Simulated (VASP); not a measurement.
# Mo (I4/mmm) in VASP: notebook

Runs on Mo. Level: r2SCAN. Tasks: single point.

Everything below comes from runs of VASP 6.6.1. Logs are shortened: lines on timing, memory, paths and dates and some standing lists are left out, and cuts for length are marked.

**1. The cell of the first run**

Symmetry: I4/mmm, No. 139, tetragonal system. Conventional cell: a = 3.142 Å, b = 3.142 Å, c = 3.268 Å, α = 90.00°, β = 90.00°, γ = 90.00°. Within 3.6 Å of Mo (site symmetry 4/mmm) lie 14 Mo at 2.76 to 3.27 Å.

**2. Single point, r2SCAN (strain +0.000 along x and y, +0.040 along z)**

POSCAR reads:

```
Mo
1.0
   -1.5710000000      1.5710000000      1.6338400000
    1.5710000000     -1.5710000000      1.6338400000
    1.5710000000      1.5710000000     -1.6338400000
Mo
1
Direct
    0.0000000000      0.0000000000      0.0000000000
```

INCAR.step1 reads:

```
SYSTEM = Mo
PREC = Accurate ; ENCUT = 520
ISMEAR = 0 ; SIGMA = 0.15
LREAL = .FALSE. ; LASPH = .TRUE.
NELM = 100 ; NBANDS = 13
GGA = PE ; ALGO = Normal
EDIFF = 1E-4 ; LWAVE = .TRUE.
LCHARG = .FALSE.
```

INCAR.step2 reads:

```
SYSTEM = Mo
PREC = Accurate ; ENCUT = 520
EDIFF = 1E-6 ; ISMEAR = 0
SIGMA = 0.15 ; LREAL = .FALSE.
LASPH = .TRUE. ; NELM = 100
ALGO = Normal ; ISIF = 2
LWAVE = .FALSE. ; LCHARG = .TRUE.
METAGGA = R2SCAN ; LMIXTAU = .TRUE.
LELF = .TRUE. ; LVHAR = .TRUE.
NBANDS = 13 ; ISTART = 1
```

KPOINTS reads:

```
regular mesh
0
G
  22 22 22
  0 0 0
```

Potentials or basis: VASP PAW PBE potentials, release 64 (Mo_sv).

On the command line:

```console
> cat potpaw_PBE.64/Mo_sv/POTCAR > POTCAR
> cp INCAR.step1 INCAR
> mpirun -np 1 vasp_std > vasp.out
> cp INCAR.step2 INCAR
> mpirun -np 1 vasp_std > vasp.out
```

OUTCAR:

```text
SYSTEM = Mo
   PREC = Accurate
   ENCUT = 520
   EDIFF = 1E-6
   ISMEAR = 0
   LREAL = .FALSE.
   LASPH = .TRUE.
   NELM = 100
   ISIF = 2
   METAGGA = R2SCAN
   ISTART = 1

 ion  position               nearest neighbor table
   1  0.000  0.000  0.000-

  LATTYP: Found a body centered tetragonal cell.
 ALAT       =     3.1420000000
 C/A-ratio  =     1.0400000000

  Lattice vectors:

 A1 = (  -1.5710000000,   1.5710000000,   1.6338400000)
 A2 = (   1.5710000000,  -1.5710000000,   1.6338400000)
 A3 = (   1.5710000000,   1.5710000000,  -1.6338400000)

Analysis of symmetry for initial positions (statically):
=====================================================================
 Subroutine PRICEL returns:
 Original cell was already a primitive cell.

 Routine SETGRP: Setting up the symmetry group for a
 body centered tetragonal supercell.

 Subroutine GETGRP returns: Found 16 space group operations
 (whereof 16 operations were pure point group operations)
 out of a pool of 16 trial point group operations.

The static configuration has the point symmetry D_4h.

Analysis of symmetry for dynamics (positions and initial velocities):
=====================================================================
 Subroutine PRICEL returns:
 Original cell was already a primitive cell.

 Routine SETGRP: Setting up the symmetry group for a
 body centered tetragonal supercell.

 Subroutine GETGRP returns: Found 16 space group operations
 (whereof 16 operations were pure point group operations)
 out of a pool of 16 trial point group operations.

The dynamic configuration has the point symmetry D_4h.

 Subroutine INISYM returns: Found 16 space group operations
 (whereof 16 operations are pure point group operations),
 and found     1 'primitive' translations

----------------------------------------------------------------------------------------

                                     Primitive cell

  volume of cell :      16.1295

  direct lattice vectors                    reciprocal lattice vectors
    -1.571000000  1.571000000  1.633840000     0.000000000  0.318268619  0.306027518
     1.571000000 -1.571000000  1.633840000     0.318268619  0.000000000  0.306027518
     1.571000000  1.571000000 -1.633840000     0.318268619  0.318268619  0.000000000

  length of vectors
     2.757809846  2.757809846  2.757809846     0.441528884  0.441528884  0.450099797

  position of ions in fractional coordinates (direct lattice)
     0.000000000  0.000000000  0.000000000

  ion indices of the primitive-cell ions
   primitive index   ion index
                 1           1

----------------------------------------------------------------------------------------

 KPOINTS: regular mesh

Automatic generation of k-mesh.
 Grid dimensions read from file:
 generate k-points for:   22   22   22

 Generating k-lattice:

  Cartesian coordinates                     Fractional coordinates (reciprocal lattice)
     0.000000000  0.014466755  0.013910342     0.045454545 -0.000000000  0.000000000
     0.014466755  0.000000000  0.013910342    -0.000000000  0.045454545  0.000000000
     0.014466755  0.014466755  0.000000000     0.000000000  0.000000000  0.045454545

  Length of vectors
     0.020069495  0.020069495  0.020459082

  Shift w.r.t. Gamma in fractional coordinates (k-lattice)
     0.000000000  0.000000000  0.000000000

 Subroutine IBZKPT returns following result:
 ===========================================

 Found    834 irreducible k-points:

 Following reciprocal coordinates:
            Coordinates               Weight
  0.000000  0.000000  0.000000      1.000000
  0.045455  0.000000  0.000000      8.000000
  0.090909  0.000000  0.000000      8.000000
  0.136364  0.000000  0.000000      8.000000
  0.181818  0.000000  0.000000      8.000000
  0.227273  0.000000 -0.000000      8.000000
[... 16 lines left out ...]
  0.500000  0.045455  0.000000     16.000000
 -0.454545  0.045455  0.000000     16.000000
 [... further k-points ...]
   k-points           NKPTS =    834   k-points in BZ     NKDIM =    834   number of bands    NBANDS=     13
   number of dos      NEDOS =    301   number of ions     NIONS =      1
   total plane-waves  NPLWV =  13824
   dimension x,y,z NGX =    24 NGY =   24 NGZ =   24
   dimension x,y,z NGXF=    48 NGYF=   48 NGZF=   48
   ions per type =               1
   NGX,Y,Z   is equivalent  to a cutoff of  14.47, 14.47, 14.47 a.u.
   NGXF,Y,Z  is equivalent  to a cutoff of  28.94, 28.94, 28.94 a.u.
 SYSTEM =  Mo
   PREC   = accura    normal or accurate (medium, high low for compatibility)
   ISTART =      1    job   : 0-new  1-cont  2-samecut
   ICHARG =      0    charge: 1-file 2-atom 10-const
   ISPIN  =      1    spin polarized calculation?
   LNONCOLLINEAR =      F non collinear calculations
   LSORBIT =      F    spin-orbit coupling
   LASPH  =      T    aspherical Exc in radial PAW
   ENCUT  =  520.0 eV  38.22 Ry    6.18 a.u.   5.13  5.13  5.13*2*pi/ulx,y,z
   NELM   =    100;   NELMIN=  2; NELMDL=  0     # of ELM steps
   EDIFF  = 0.1E-05   stopping-criterion for ELM
   LREAL  =      F    real-space projection
   EDIFFG = 0.1E-04   stopping-criterion for IOM
   NSW    =      0    number of steps for IOM
   IBRION =     -1    ionic relax: 0-MD 1-quasi-New 2-CG
   NFREE  =      0    steps in history (QN), initial steepest desc. (CG)
   ISIF   =      2    stress and relaxation
   ISYM   =      2    0-nonsym 1-usesym 2-fastsym
   POTIM  = 0.5000    time-step for ionic-motion
   TEBEG  =    0.0;   TEEND  =   0.0 temperature during run
   PSTRESS=    0.0 pullay stress
   NELECT =      14.0000    total number of electrons
   NUPDOWN=      -1.0000    fix difference up-down
   EMIN   =  10.00;   EMAX   =-10.00  energy-range for DOS
   EFERMI =   0.00;   METHOD = LEGACY
   ISMEAR =     0;   SIGMA  =   0.15  broadening in eV -4-tet -1-fermi 0-gaus
   EFERMI_NEDOS =   21; number of points for ismear=-14 and -15
   IALGO  =     38    algorithm
   IMIX   =      4    mixing-type and parameters
     AMIX     =   0.40;   BMIX     =  1.00
     AMIX_MAG =   1.60;   BMIX_MAG =  1.00
  volume/ion in A,a.u.               =      16.13       108.85
  Fermi-wavevector in a.u.,A,eV,Ry     =   1.561625  2.951044 33.180175  2.438674
  Thomas-Fermi vector in A             =   2.664663
   LORBIT       =      0    0 simple, 1 ext, 2 COOP (PROOUT), +10 PAW based schemes
   METAGGA = R2SCAN    functional components
   LHFCALC =     F    Hartree Fock is set to
   AEXX    =    0.0000 exact exchange contribution
   IVDW    =     0    specifies the selected vdW correction
   LEPSILON=     F    determine dielectric tensor
   LRPA    =     F    only Hartree local field effects (RPA)
 non-spin polarized calculation
 Gauss-broadening in eV      SIGMA  =   0.15
  energy-cutoff  :      520.00
  volume of cell :       16.13
 maximum number of plane-waves:       448
 NGX is ok and might be reduce to    24
   NGX = 11   NGY = 11   NGZ = 11

 number of electron      14.0000000 magnetization

 Free energy of the ion-electron system (eV)
  ---------------------------------------------------
  ext. energy  EPLUGINS =         0.00000000
  ---------------------------------------------------
  free energy    TOTEN  =       -26.05632956 eV

  energy without entropy =      -26.04993835  energy(sigma->0) =      -26.05313396

 E-fermi :  12.0458     XC(G=0): -14.4383

 val. band max:       12.0451449510   @ k =  -0.1818  -0.2727   0.1364
 cond. band min:      12.0490251088   @ k =  -0.3182  -0.4091   0.2727
 fundamental gap:      0.0038801579
 Fermi energy:        12.0458461582

 k-point     1 :       0.0000    0.0000    0.0000
  band No.  band energies     occupation
      1     -51.1728      2.00000
      2     -23.7237      2.00000
      3     -23.7147      2.00000
      4     -23.7147      2.00000
      5       4.4903      2.00000
      6      10.5488      2.00000
      7      10.5488      2.00000
      8      11.0000      2.00000
      9      13.6043      0.00000
     10      14.1753      0.00000
     11      26.9949      0.00000
     12      27.7788      0.00000
     13      27.7788      0.00000

 k-point     2 :       0.0455    0.0000    0.0000
  band No.  band energies     occupation
      1     -51.1677      2.00000
      2     -23.7494      2.00000
      3     -23.7234      2.00000
      4     -23.7187      2.00000
      5       4.5827      2.00000
      6      10.5431      2.00000
      7      10.5614      2.00000
      8      11.0217      2.00000
      9      13.5483      0.00000
     10      14.1495      0.00000
     11      27.1301      0.00000
     12      27.8859      0.00000
     13      27.9320      0.00000

 k-point     3 :       0.0909    0.0000    0.0000
  band No.  band energies     occupation
      1     -51.1529      2.00000
      2     -23.8350      2.00000
      3     -23.7489      2.00000
      4     -23.7192      2.00000
      5       4.8517      2.00000
      6      10.5112      2.00000
      7      10.5186      2.00000
      8      11.1798      2.00000
      9      13.3962      0.00000
     10      14.0996      0.00000
     11      27.4518      0.00000
     12      28.1957      0.00000
     13      28.3830      0.00000

 k-point     4 :       0.1364    0.0000    0.0000
  band No.  band energies     occupation
      1     -51.1295      2.00000
      2     -23.9690      2.00000
      3     -23.7888      2.00000
      4     -23.7193      2.00000
      5       5.2701      2.00000
      6      10.3366      2.00000
      7      10.4602      2.00000
      8      11.5485      2.00000
      9      13.2164      0.00000
     10      14.0623      0.00000
     11      27.7559      0.00000
     12      28.6220      0.00000
     13      29.1079      0.00000

 k-point     5 :       0.1818    0.0000    0.0000
  band No.  band energies     occupation
      1     -51.0992      2.00000
      2     -24.1387      2.00000
      3     -23.8398      2.00000
      4     -23.7194      2.00000
      5       5.7851      2.00000
      6      10.0888      2.00000
      7      10.3758      2.00000
      8      12.0906      0.67341
      9      13.1026      0.00000
     10      14.0514      0.00000
     11      27.8236      0.00000
     12      28.9105      0.00000
     13      30.0727      0.00000
[... 257 lines left out ...]
 k-point    22 :       0.4545    0.0455   -0.0000
  band No.  band energies     occupation
      1     -50.9172      2.00000
      2     -25.0730      2.00000
      3     -24.1391      2.00000
      4     -23.7315      2.00000
      5       6.7365      2.00000
      6       8.8126      2.00000
      7      13.0121      0.00000
      8      13.5671      0.00000
      9      14.7058      0.00000
     10      16.8342      0.00000
     11      23.6931      0.00000
     12      24.7185      0.00000
     13      30.1190      0.00000

 k-point    23 :       0.5000    0.0455    0.0000
  band No.  band energies     occupation
      1     -50.9170      2.00000
      2     -25.0739      2.00000
      3     -24.1388      2.00000
      4     -23.7323      2.00000
      5       6.7357      2.00000
      6       8.8106      2.00000
      7      12.9638      0.00000
      8      13.6344      0.00000
      9      14.7125      0.00000
     10      16.8271      0.00000
     11      23.6882      0.00000
     12      24.6983      0.00000
     13      30.1265      0.00000

 k-point    24 :      -0.4545    0.0455    0.0000
  band No.  band energies     occupation
      1     -50.9272      2.00000
      2     -25.0243      2.00000
      3     -24.1218      2.00000
      4     -23.7329      2.00000
      5       6.7927      2.00000
      6       8.8731      2.00000
      7      12.5260      0.00001
      8      13.6408      0.00000
      9      14.6276      0.00000
     10      16.4376      0.00000
     11      24.2127      0.00000
     12      24.9321      0.00000
     13      30.7065      0.00000

 [... further k-points ...]

------------------------ aborting loop because EDIFF is reached ----------------------------------------

  FORCE on cell =-STRESS in cart. coord.  units (eV):
  Direction    XX          YY          ZZ          XY          YZ          ZX
  --------------------------------------------------------------------------------------
  -------------------------------------------------------------------------------------
  Total       -0.2792978     -0.2792978     -1.4533704      0.0000000      0.0000000     -0.0000000
  in kB      -27.7431809    -27.7431809   -144.3660302      0.0000000      0.0000000     -0.0000000
  external PRESSURE =     -66.6174640 kB  Pullay stress =       0.0000000 kB

 VOLUME and BASIS-vectors are now :
 -----------------------------------------------------------------------------
  energy-cutoff  :      520.00
  volume of cell :       16.13
      direct lattice vectors                 reciprocal lattice vectors
    -1.571000000  1.571000000  1.633840000     0.000000000  0.318268619  0.306027518
     1.571000000 -1.571000000  1.633840000     0.318268619  0.000000000  0.306027518
     1.571000000  1.571000000 -1.633840000     0.318268619  0.318268619  0.000000000

 POSITION                                       TOTAL-FORCE (eV/Angst)
 -----------------------------------------------------------------------------------
      0.00000      0.00000      0.00000         0.000000      0.000000      0.000000
 -----------------------------------------------------------------------------------
    total drift:                                0.000000      0.000000     -0.000000

  FREE ENERGIE OF THE ION-ELECTRON SYSTEM (eV)
  ---------------------------------------------------
  free  energy   TOTEN  =       -26.0563295636 eV

  energy  without entropy=      -26.0499383523  energy(sigma->0) =      -26.05313396
```

Wall time 5.5 min (1 thread of Intel Xeon Platinum 8488C (Sapphire Rapids), shared host); peak memory 0.28 GiB.

What came out:

```
Free energy            : -26.0563 eV
Pressure               : -6.7 GPa
Band gap on the k mesh : zero (bands 7 and 8 overlap by 5.01 eV)
```

Stress tensor (GPa, compression positive):
```
 -2.77   0.00   0.00
  0.00  -2.77   0.00
  0.00   0.00 -14.44
```

Levels at points of the mesh, in eV from the Fermi level:
```csv
k point,band 4,band 5,band 6,band 7,band 8,band 9,band 10,band 11
"(0.00, 0.00, 0.00)",-35.76,-7.56,-1.50,-1.50,-1.05,1.56,2.13,14.95
"(0.50, 0.00, 0.00)",-35.77,-5.38,-3.26,1.36,1.53,2.51,4.66,11.63
"(0.50, 0.50, 0.00)",-35.80,-5.43,-3.74,1.68,2.20,2.68,4.76,12.02
"(0.50, 0.50, 0.50)",-36.66,-5.44,-5.34,3.88,4.01,4.01,8.51,9.59
```

Caveat: the cell differs from its parent crystal (strain +0.000 along x and y, +0.040 along z); the cell stands under tension; the PAW data sets were made with another functional, which shifts forces and pressure a little.

**3. Single point, r2SCAN (strain +0.040 along x and y, +0.000 along z)**

POSCAR reads:

```
Mo
1.0
   -1.6338400000      1.6338400000      1.5710000000
    1.6338400000     -1.6338400000      1.5710000000
    1.6338400000      1.6338400000     -1.5710000000
Mo
1
Direct
    0.0000000000      0.0000000000      0.0000000000
```

INCAR.step1 reads:

```
SYSTEM = Mo
PREC = Accurate ; ENCUT = 520
ISMEAR = 0 ; SIGMA = 0.15
LREAL = .False. ; LASPH = .True.
NELM = 80 ; NBANDS = 13
GGA = PE ; ALGO = Normal
EDIFF = 1E-4 ; LWAVE = .True.
LCHARG = .False.
```

INCAR.step2 reads:

```
SYSTEM = Mo
PREC = Accurate ; ENCUT = 520
EDIFF = 1E-7 ; ISMEAR = 0
SIGMA = 0.15 ; LREAL = .False.
LASPH = .True. ; NELM = 80
ALGO = Normal ; ISIF = 2
LWAVE = .False. ; LCHARG = .False.
METAGGA = R2SCAN ; LMIXTAU = .True.
NBANDS = 13 ; ISTART = 1
```

KPOINTS reads:

```
Automatic mesh
0
Gamma
  22 22 22
  0 0 0
```

Potentials or basis: VASP PAW PBE potentials, release 64 (Mo_sv).

On the command line:

```console
> cat potpaw_PBE.64/Mo_sv/POTCAR > POTCAR
> cp INCAR.step1 INCAR
> mpirun -np 1 vasp_std > vasp.out
> cp INCAR.step2 INCAR
> mpirun -np 1 vasp_std > vasp.out
```

It took 6.5 min on 1 thread of Intel Xeon Platinum 8488C (Sapphire Rapids), shared host; peak memory 0.29 GiB.

Results (log left out):

```yaml
Free_energy: -26.0108 eV
Pressure: -15.4 GPa
Band_gap_on_the_k_mesh: zero (bands 7 and 8 overlap by 4.95 eV)
```

Stress tensor (GPa, compression positive):
```
-19.18   0.00   0.00
  0.00 -19.18   0.00
  0.00   0.00  -7.86
```

Levels at points of the mesh, in eV from the Fermi level:
| k point | band 3 | band 4 | band 5 | band 6 | band 7 | band 8 | band 9 | band 10 | band 11 | band 12 |
| --- | --- | --- | --- | --- | --- | --- | --- | --- | --- | --- |
| (0.00, 0.00, 0.00) | -35.85 | -35.83 | -7.41 | -1.57 | -1.12 | -1.12 | 1.50 | 2.07 | 15.15 | 15.15 |
| (0.50, 0.00, 0.00) | -36.24 | -35.86 | -5.17 | -3.39 | 1.45 | 1.81 | 2.58 | 4.46 | 11.31 | 12.32 |
| (0.50, 0.50, 0.00) | -36.19 | -35.83 | -5.13 | -2.91 | 1.13 | 1.36 | 2.22 | 4.39 | 10.93 | 12.51 |
| (0.50, 0.50, 0.50) | -36.71 | -36.61 | -5.12 | -5.04 | 3.72 | 3.72 | 3.83 | 8.57 | 8.57 | 9.66 |

Caveat: the cell differs from its parent crystal (strain +0.040 along x and y, +0.000 along z); the cell stands under tension; the PAW data sets were made with another functional, which shifts forces and pressure a little.
